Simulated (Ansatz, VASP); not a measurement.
**KCl in VASP and in Ansatz**

```
CELL_PARAMETERS angstrom
0.00000 3.14554 3.14554
3.14554 0.00000 3.14554
3.14554 3.14554 0.00000
ATOMIC_POSITIONS crystal
K 0.00000 0.00000 0.00000
Cl 0.50000 0.50000 0.50000
```

Change from the starting cell: volume scaled by 0.99.

Alike in both runs: task single point; functional PBEsol; k mesh 7 × 7 × 7; occupations fermi-dirac, width 0.03 eV; no spin polarisation.

|  | VASP | Ansatz |
| --- | --- | --- |
| version | VASP 6.6.1 | Ansatz 0.2.0 |
| potentials or method | VASP PAW PBE potentials, release 64 (K_sv, Cl), cutoff 520 eV | all-electron LAPW, scalar-relativistic |

```csv
,VASP,Ansatz,Ansatz less VASP
gap on the k mesh at the Fermi level (eV),5.03,5.03,+0.004
pressure (GPa),-0.4,-0.4,-0.04
```

VASP's potentials were made for PBE, not for PBEsol. Ansatz ran all-electron here, and VASP with PAW potentials.
